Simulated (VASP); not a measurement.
PtS2: single point with r2SCAN

Crystal: PtS2.

```
Pt S
1.0
     3.55262    0.00000    0.00000
    -1.77631    3.07666    0.00000
     0.00000    0.00000    5.12283
Pt S
1 2
Direct
  0.00000 0.00000 0.00000
  0.33333 0.66667 0.23925
  0.66667 0.33333 0.76075
```

```json
{
 "Program": "VASP 6.6.1",
 "Task": "single point",
 "Functional": "r2SCAN",
 "Potentials or basis": "VASP PAW PBE potentials, release 64 (Pt, S)",
 "Cutoff": "520 eV",
 "k mesh": "6 × 6 × 4",
 "Occupations": "gaussian, width 0.01 eV",
 "Spin": "no spin polarisation"
}
```

| Item | Value |
| --- | --- |
| Pressure | 1.2 GPa |
| Largest force | 0.048 eV/Å |
| Band gap on the k mesh | 0.98 eV, indirect (least direct gap 1.59 eV) |

Forces on the atoms (eV/Å):
```
Pt   0.000  0.000  0.000
S    0.000  0.000 -0.048
S    0.000  0.000  0.048
```

Stress tensor (GPa, compression positive):
```
1.22 0.00 0.00
0.00 1.22 0.00
0.00 0.00 1.30
```

Levels at points of the mesh, in eV from the valence-band top:
```csv
k point,band 9,band 10,band 11,band 12,band 13,band 14
"(0.00, 0.00, 0.00)",-1.07,-1.07,0.00,2.29,2.29,5.22
"(0.50, 0.00, 0.00)",-3.20,-3.08,-2.48,1.73,2.75,5.81
"(0.00, 0.00, 0.50)",-1.31,-1.31,-1.11,2.82,2.82,6.05
"(0.50, 0.00, 0.50)",-2.80,-2.80,-1.46,1.91,2.42,5.48
```

Run time: 54 s on 1 thread of Intel(R) Xeon(R) 6975P-C (Granite Rapids) (shared host), peak memory 0.18 GiB.

Caveat: the PAW data sets were made with another functional, which shifts forces and pressure a little; spin-orbit coupling is left out, which moves the levels of the heavy elements. A k mesh can miss the band edges.
